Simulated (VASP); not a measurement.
# NbC2 (P6/mmm) in VASP: notebook

NbC2 is run at these levels: PBE; tasks: single point, relaxation of cell and atoms.

Everything below comes from runs of VASP 6.6.1. Logs are shortened: lines on timing, memory, paths and dates and some standing lists are left out, and cuts for length are marked.

## 1. The cell of the first run

The structure is hexagonal, space group P6/mmm (No. 191). Conventional cell: a = 3.211 Å, b = 3.211 Å, c = 3.066 Å, α = 90.00°, β = 90.00°, γ = 120.00°. Within 3.3 Å of Nb (site symmetry 6/mmm) lie 12 C at 2.41 Å and 8 Nb at 3.07 to 3.21 Å. Within 2.5 Å of C (site symmetry -6m2) lie 3 C at 1.85 Å and 6 Nb at 2.41 Å.

The cell was built from a structure type or drawn by symmetry, and may not be a known phase.

## 2. Single point, PBE

INCAR reads:

```
SYSTEM = NbC2
  ALGO = Normal
  EDIFF = 1E-7
  ENCUT = 520
  GGA = PE
  ISIF = 2
  ISMEAR = 0
  LASPH = .True.
  LCHARG = .True.
  LELF = .True.
  LREAL = .False.
  LVHAR = .True.
  LWAVE = .False.
  NBANDS = 18
  NELM = 100
  PREC = Accurate
  SIGMA = 0.1
```

KPOINTS reads:

```
k-points
0
Gamma
  6 6 6
  0 0 0
```

POSCAR reads:

```
NbC2
1.0
    3.2108181477      0.0000000023      0.0000000000
   -1.6054090759      2.7806500817      0.0000000000
    0.0000000000      0.0000000000      3.0663292664
Nb C
1 2
Direct
    0.0000000000      0.0000000000      0.0000000000
    0.3333333333      0.6666666667      0.5000000000
    0.6666666667      0.3333333333      0.5000000000
```

Potentials or basis: VASP PAW PBE potentials, release 64 (Nb_sv, C).

Run with:

```console
$ cat potpaw_PBE.64/Nb_sv/POTCAR potpaw_PBE.64/C/POTCAR > POTCAR
$ mpirun -np 1 vasp_std > vasp.out
```

OUTCAR:

```text
SYSTEM = NbC2
   EDIFF = 1E-7
   ENCUT = 520
   GGA = PE
   ISIF = 2
   ISMEAR = 0
   LASPH = .True.
   LREAL = .False.
   NELM = 100
   PREC = Accurate

 ion  position               nearest neighbor table
   1  0.000  0.000  0.000-   2 2.41   3 2.41   2 2.41   3 2.41   3 2.41   3 2.41   2 2.41   2 2.41
                             3 2.41   3 2.41   2 2.41   2 2.41
   2  0.333  0.667  0.500-   3 1.85   3 1.85   3 1.85   1 2.41   1 2.41   1 2.41   1 2.41   1 2.41
                             1 2.41
   3  0.667  0.333  0.500-   2 1.85   2 1.85   2 1.85   1 2.41   1 2.41   1 2.41   1 2.41   1 2.41
                             1 2.41

  LATTYP: Found a hexagonal cell.
 ALAT       =     3.2108181477
 C/A-ratio  =     0.9549993570

  Lattice vectors:

 A1 = (   3.2108181477,   0.0000000023,   0.0000000000)
 A2 = (  -1.6054090759,   2.7806500817,   0.0000000000)
 A3 = (   0.0000000000,   0.0000000000,   3.0663292664)

Analysis of symmetry for initial positions (statically):
=====================================================================
 Subroutine PRICEL returns:
 Original cell was already a primitive cell.

 Routine SETGRP: Setting up the symmetry group for a
 hexagonal supercell.

 Subroutine GETGRP returns: Found 24 space group operations
 (whereof 24 operations were pure point group operations)
 out of a pool of 24 trial point group operations.

The static configuration has the point symmetry D_6h.

Analysis of symmetry for dynamics (positions and initial velocities):
=====================================================================
 Subroutine PRICEL returns:
 Original cell was already a primitive cell.

 Routine SETGRP: Setting up the symmetry group for a
 hexagonal supercell.

 Subroutine GETGRP returns: Found 24 space group operations
 (whereof 24 operations were pure point group operations)
 out of a pool of 24 trial point group operations.

The dynamic configuration has the point symmetry D_6h.

 Subroutine INISYM returns: Found 24 space group operations
 (whereof 24 operations are pure point group operations),
 and found     1 'primitive' translations

----------------------------------------------------------------------------------------

                                     Primitive cell

  volume of cell :      27.3767

  direct lattice vectors                    reciprocal lattice vectors
     3.210818148  0.000000002  0.000000000     0.311447100  0.179814067  0.000000000
    -1.605409076  2.780650082  0.000000000    -0.000000000  0.359628134  0.000000000
     0.000000000  0.000000000  3.066329266     0.000000000  0.000000000  0.326122837

  length of vectors
     3.210818148  3.210818148  3.066329266     0.359628134  0.359628134  0.326122837

  position of ions in fractional coordinates (direct lattice)
     0.000000000  0.000000000  0.000000000
     0.333333333  0.666666667  0.500000000
     0.666666667  0.333333333  0.500000000

  ion indices of the primitive-cell ions
   primitive index   ion index
                 1           1
                 2           2
                 3           3

----------------------------------------------------------------------------------------

 KPOINTS: k-points

Automatic generation of k-mesh.
 Grid dimensions read from file:
 generate k-points for:    6    6    6

 Generating k-lattice:

  Cartesian coordinates                     Fractional coordinates (reciprocal lattice)
     0.051907850  0.029969011  0.000000000     0.166666667 -0.000000000  0.000000000
    -0.000000000  0.059938022  0.000000000     0.000000000  0.166666667  0.000000000
     0.000000000  0.000000000  0.054353806     0.000000000  0.000000000  0.166666667

  Length of vectors
     0.059938022  0.059938022  0.054353806

  Shift w.r.t. Gamma in fractional coordinates (k-lattice)
     0.000000000  0.000000000  0.000000000

 Subroutine IBZKPT returns following result:
 ===========================================

 Found     28 irreducible k-points:

 Following reciprocal coordinates:
            Coordinates               Weight
  0.000000  0.000000  0.000000      1.000000
  0.166667 -0.000000  0.000000      6.000000
  0.333333  0.000000  0.000000      6.000000
  0.500000  0.000000  0.000000      3.000000
  0.166667  0.166667  0.000000      6.000000
  0.333333  0.166667  0.000000     12.000000
[... 16 lines left out ...]
  0.166667 -0.000000  0.500000      6.000000
  0.333333  0.000000  0.500000      6.000000
 [... further k-points ...]
   k-points           NKPTS =     28   k-points in BZ     NKDIM =     28   number of bands    NBANDS=     18
   number of dos      NEDOS =    301   number of ions     NIONS =      3
   total plane-waves  NPLWV =  13824
   dimension x,y,z NGX =    24 NGY =   24 NGZ =   24
   dimension x,y,z NGXF=    48 NGYF=   48 NGZF=   48
   ions per type =               1   2
   NGX,Y,Z   is equivalent  to a cutoff of  12.43, 12.43, 13.01 a.u.
   NGXF,Y,Z  is equivalent  to a cutoff of  24.85, 24.85, 26.02 a.u.
 SYSTEM =  NbC2
   PREC   = accura    normal or accurate (medium, high low for compatibility)
   ISTART =      0    job   : 0-new  1-cont  2-samecut
   ICHARG =      2    charge: 1-file 2-atom 10-const
   ISPIN  =      1    spin polarized calculation?
   LNONCOLLINEAR =      F non collinear calculations
   LSORBIT =      F    spin-orbit coupling
   LASPH  =      T    aspherical Exc in radial PAW
   ENCUT  =  520.0 eV  38.22 Ry    6.18 a.u.   5.97  5.97  5.70*2*pi/ulx,y,z
   NELM   =    100;   NELMIN=  2; NELMDL= -5     # of ELM steps
   EDIFF  = 0.1E-06   stopping-criterion for ELM
   LREAL  =      F    real-space projection
   EDIFFG = 0.1E-05   stopping-criterion for IOM
   NSW    =      0    number of steps for IOM
   IBRION =     -1    ionic relax: 0-MD 1-quasi-New 2-CG
   NFREE  =      0    steps in history (QN), initial steepest desc. (CG)
   ISIF   =      2    stress and relaxation
   ISYM   =      2    0-nonsym 1-usesym 2-fastsym
   POTIM  = 0.5000    time-step for ionic-motion
   TEBEG  =    0.0;   TEEND  =   0.0 temperature during run
   PSTRESS=    0.0 pullay stress
   NELECT =      21.0000    total number of electrons
   NUPDOWN=      -1.0000    fix difference up-down
   EMIN   =  10.00;   EMAX   =-10.00  energy-range for DOS
   EFERMI =   0.00;   METHOD = LEGACY
   ISMEAR =     0;   SIGMA  =   0.10  broadening in eV -4-tet -1-fermi 0-gaus
   EFERMI_NEDOS =   21; number of points for ismear=-14 and -15
   IALGO  =     38    algorithm
   IMIX   =      4    mixing-type and parameters
     AMIX     =   0.40;   BMIX     =  1.00
     AMIX_MAG =   1.60;   BMIX_MAG =  1.00
  volume/ion in A,a.u.               =       9.13        61.58
  Fermi-wavevector in a.u.,A,eV,Ry     =   1.498607  2.831956 30.556261  2.245822
  Thomas-Fermi vector in A             =   2.610344
   LORBIT       =      0    0 simple, 1 ext, 2 COOP (PROOUT), +10 PAW based schemes
   GGA     = PE    functional components
   LHFCALC =     F    Hartree Fock is set to
   AEXX    =    0.0000 exact exchange contribution
   IVDW    =     0    specifies the selected vdW correction
   LEPSILON=     F    determine dielectric tensor
   LRPA    =     F    only Hartree local field effects (RPA)
 non-spin polarized calculation
 Gauss-broadening in eV      SIGMA  =   0.10
  energy-cutoff  :      520.00
  volume of cell :       27.38
 maximum number of plane-waves:       750
 NGX is ok and might be reduce to    24
   NGX = 11   NGY = 11   NGZ = 11

 number of electron      20.9999999 magnetization

 Free energy of the ion-electron system (eV)
  ---------------------------------------------------
  ext. energy  EPLUGINS =         0.00000000
  ---------------------------------------------------
  free energy    TOTEN  =       -24.91545360 eV

  energy without entropy =      -24.91148586  energy(sigma->0) =      -24.91346973

 E-fermi :  13.2757     XC(G=0): -13.4121

 val. band max:       13.1916830379   @ k =   0.3333   0.3333   0.1667
 cond. band min:      13.3187407138   @ k =   0.3333   0.0000   0.0000
 fundamental gap:      0.1270576759
 Fermi energy:        13.2756655736

 k-point     1 :       0.0000    0.0000    0.0000
  band No.  band energies     occupation
      1     -42.9251      2.00000
      2     -18.7965      2.00000
      3     -18.7932      2.00000
      4     -18.7932      2.00000
      5      -4.2555      2.00000
      6       6.5301      2.00000
[... 10 lines left out ...]
     17      16.2998      0.00000
     18      19.9991      0.00000

 k-point     2 :       0.1667   -0.0000    0.0000
  band No.  band energies     occupation
      1     -42.9101      2.00000
      2     -18.9473      2.00000
      3     -18.8270      2.00000
      4     -18.7744      2.00000
      5      -3.7284      2.00000
      6       4.5825      2.00000
[... 10 lines left out ...]
     17      17.5188      0.00000
     18      20.6568      0.00000

 k-point     3 :       0.3333    0.0000    0.0000
  band No.  band energies     occupation
      1     -42.8799      2.00000
      2     -19.2425      2.00000
      3     -18.8937      2.00000
      4     -18.7298      2.00000
      5      -2.3189      2.00000
      6       2.0270      2.00000
[... 10 lines left out ...]
     17      20.1846      0.00000
     18      20.5114      0.00000

 k-point     4 :       0.5000    0.0000    0.0000
  band No.  band energies     occupation
      1     -42.8648      2.00000
      2     -19.3844      2.00000
      3     -18.9268      2.00000
      4     -18.7074      2.00000
      5      -0.6180      2.00000
      6      -0.0037      2.00000
[... 375 lines left out ...]
      4     -18.7288      2.00000
      5      -2.2530      2.00000
      6       3.7371      2.00000
[... 10 lines left out ...]
     17      21.8844      0.00000
     18      23.8032      0.00000

 k-point    23 :       0.1667   -0.0000    0.5000
  band No.  band energies     occupation
      1     -42.8561      2.00000
      2     -19.4286      2.00000
      3     -18.8629      2.00000
      4     -18.7582      2.00000
      5      -2.1602      2.00000
      6       4.4107      2.00000
[... 10 lines left out ...]
     17      21.6217      0.00000
     18      25.0498      0.00000

 k-point    24 :       0.3333    0.0000    0.5000
  band No.  band energies     occupation
      1     -42.8275      2.00000
      2     -19.3385      2.00000
      3     -19.1227      2.00000
      4     -18.8163      2.00000
      5      -1.8642      2.00000
      6       2.9996      2.00000
[... 10 lines left out ...]
     17      20.7526      0.00000
     18      24.1205      0.00000

 [... further k-points ...]

------------------------ aborting loop because EDIFF is reached ----------------------------------------

  FORCE on cell =-STRESS in cart. coord.  units (eV):
  Direction    XX          YY          ZZ          XY          YZ          ZX
  --------------------------------------------------------------------------------------
  -------------------------------------------------------------------------------------
  Total       -0.0429973     -0.0429973     -0.0507197      0.0000000      0.0000000     -0.0000000
  in kB       -2.5163508     -2.5163508     -2.9682881      0.0000000      0.0000000     -0.0000000
  external PRESSURE =      -2.6669965 kB  Pullay stress =       0.0000000 kB

 VOLUME and BASIS-vectors are now :
 -----------------------------------------------------------------------------
  energy-cutoff  :      520.00
  volume of cell :       27.38
      direct lattice vectors                 reciprocal lattice vectors
     3.210818148  0.000000002  0.000000000     0.311447100  0.179814067  0.000000000
    -1.605409076  2.780650082  0.000000000    -0.000000000  0.359628134  0.000000000
     0.000000000  0.000000000  3.066329266     0.000000000  0.000000000  0.326122837

 POSITION                                       TOTAL-FORCE (eV/Angst)
 -----------------------------------------------------------------------------------
      0.00000      0.00000      0.00000        -0.000000      0.000000      0.000000
     -0.00000      1.85377      1.53316        -0.000000     -0.000000      0.000000
      1.60541      0.92688      1.53316         0.000000      0.000000     -0.000000
 -----------------------------------------------------------------------------------
    total drift:                               -0.000000      0.000000      0.000000

  FREE ENERGIE OF THE ION-ELECTRON SYSTEM (eV)
  ---------------------------------------------------
  free  energy   TOTEN  =       -24.9154536004 eV

  energy  without entropy=      -24.9114858562  energy(sigma->0) =      -24.91346973
```

Wall time 24 s (1 thread of Intel Xeon 8259CL, shared host); peak memory 0.14 GiB.

What came out:

```yaml
Free_energy: -24.9155 eV
Pressure: -0.3 GPa
Band_gap_on_the_k_mesh: zero (an odd number of electrons rules out a gap without spin polarisation)
```

Levels at points of the mesh, in eV from the Fermi level:
```csv
k point,band 8,band 9,band 10,band 11,band 12,band 13
"(0.00, 0.00, 0.00)",-4.24,-4.24,-3.52,1.18,1.18,1.38
"(0.50, 0.00, 0.00)",-5.53,-5.42,-0.48,0.47,1.02,1.53
"(0.00, 0.00, 0.50)",-5.00,-3.47,-3.47,-2.25,-1.49,-1.49
"(0.50, 0.00, 0.50)",-6.78,-5.21,-0.74,2.05,2.77,3.79
```

Caveat: the k points lie up to 0.38 Å⁻¹ apart, too coarse for converged energies and pressures of a metal.

## 3. Single point, PBE

This run uses another cell than the first one, of 12.90 Å³/atom.

INCAR reads:

```
PREC = Accurate
ENCUT = 520
EDIFF = 1E-6
ISMEAR = 0
SIGMA = 0.1
LREAL = False
LASPH = True
NELM = 100
ALGO = Normal
ISIF = 2
LWAVE = False
LCHARG = False
GGA = PE
NBANDS = 18
```

KPOINTS reads:

```
Automatic mesh
0
Gamma
  6 6 6
```

POSCAR reads:

```
NbC2
1.0
    3.9683591300      0.0000000000      0.0000000000
   -1.9841795700      3.4366998200      0.0000000000
    0.0000000000      0.0000000000      2.8386580700
Nb C
1 2
Direct
    0.0000000000      0.0000000000      0.0000000000
    0.3333333300      0.6666666700      0.5000000000
    0.6666666700      0.3333333300      0.5000000000
```

Potentials or basis: VASP PAW PBE potentials, release 64 (Nb_sv, C).

Run with:

```console
$ cat potpaw_PBE.64/Nb_sv/POTCAR potpaw_PBE.64/C/POTCAR > POTCAR
$ mpirun -np 1 vasp_std > vasp.out
```

Wall time 36 s (1 thread of Intel Xeon 8259CL, shared host); peak memory 0.16 GiB.

It converged, with:

```
Free energy            : -22.0098 eV
Pressure               : -37.2 GPa
Band gap on the k mesh : zero (an odd number of electrons rules out a gap without spin polarisation)
```

Stress tensor (GPa, compression positive):
```
-45.98   0.00   0.00
  0.00 -45.98   0.00
  0.00   0.00 -19.73
```

Levels at points of the mesh, in eV from the Fermi level:
| k point | band 8 | band 9 | band 10 | band 11 | band 12 | band 13 |
| --- | --- | --- | --- | --- | --- | --- |
| (0.00, 0.00, 0.00) | -4.49 | -2.47 | 0.58 | 0.95 | 0.95 | 2.38 |
| (0.50, 0.00, 0.00) | -3.85 | -0.77 | -0.23 | -0.21 | 2.25 | 2.25 |
| (0.00, 0.00, 0.50) | -2.62 | -2.62 | -2.07 | -2.07 | -0.08 | 0.11 |
| (0.50, 0.00, 0.50) | -3.79 | -3.46 | -0.81 | 1.21 | 1.42 | 2.38 |

Caveat: the k points lie up to 0.37 Å⁻¹ apart, too coarse for converged energies and pressures of a metal.

## 4. Single point, PBE, collinear spin

INCAR reads:

```
ALGO     = Normal         # electronic algorithm
EDIFF    = 1E-6           # SCF threshold, eV
ENCUT    = 520            # plane-wave cutoff, eV
GGA      = PE             # functional
ISIF     = 2              # what is computed and relaxed
ISMEAR   = 0              # smearing method
ISPIN    = 2              # spin polarisation
LASPH    = T              # aspherical terms in the spheres
LCHARG   = F              # write CHGCAR
LMAXMIX  = 4              # l up to which the mixer works
LORBIT   = 11             # projections on sites
LREAL    = F              # projectors in reciprocal space
LWAVE    = F              # write WAVECAR
MAGMOM   = 1 0 0          # initial moments
NBANDS   = 22             # bands
NELM     = 150            # most SCF steps
PREC     = Accurate       # precision mode
SIGMA    = 0.1            # smearing width, eV
```

KPOINTS reads:

```
k-points
0
Gamma
  6 6 6
```

POSCAR reads:

```
NbC2
1.0
    3.2108181477      0.0000000000      0.0000000000
   -1.6054090738      2.7806500828      0.0000000000
    0.0000000000      0.0000000000      3.0663292664
Nb C
1 2
Direct
    0.0000000000      0.0000000000      0.0000000000
    0.3333333333      0.6666666667      0.5000000000
    0.6666666667      0.3333333333      0.5000000000
```

Run with:

```console
$ cat potpaw_PBE.64/Nb_sv/POTCAR potpaw_PBE.64/C/POTCAR > POTCAR
$ mpirun -np 1 vasp_std > vasp.out
```

Run time: 40 s. Hardware: 1 thread of Intel Xeon 8259CL, shared host; peak memory 0.16 GiB.

Results (log left out):

```
Free energy                                           : -24.9155 eV
Pressure                                              : -0.3 GPa
Net moment                                            : 0.00 μB per cell
Valence electrons inside the program's atomic spheres : Nb 10.63; C 2.28
```

Levels at points of the mesh, in eV from the Fermi level:
Spin up:
| k point | band 8 | band 9 | band 10 | band 11 | band 12 | band 13 |
| --- | --- | --- | --- | --- | --- | --- |
| (0.00, 0.00, 0.00) | -4.24 | -4.24 | -3.52 | 1.18 | 1.18 | 1.38 |
| (0.50, 0.00, 0.00) | -5.53 | -5.42 | -0.48 | 0.47 | 1.02 | 1.53 |
| (0.00, 0.00, 0.50) | -5.00 | -3.47 | -3.47 | -2.25 | -1.49 | -1.49 |
| (0.50, 0.00, 0.50) | -6.78 | -5.21 | -0.74 | 2.05 | 2.77 | 3.79 |
Spin down:
```
           k point  band 7  band 8  band 9  band 10  band 11  band 12  band 13  band 14
(0.00, 0.00, 0.00)   -6.75   -4.24   -4.24    -3.52     1.17     1.17     1.38     1.38
(0.50, 0.00, 0.00)   -6.68   -5.53   -5.42    -0.48     0.47     1.02     1.53     2.64
(0.00, 0.00, 0.50)   -5.00   -5.00   -3.47    -3.47    -2.25    -1.49    -1.49     0.39
(0.50, 0.00, 0.50)   -8.32   -6.78   -5.21    -0.74     2.05     2.77     3.79     3.95
```

Caveat: the k points lie up to 0.38 Å⁻¹ apart.

[end of part 1 of 3]
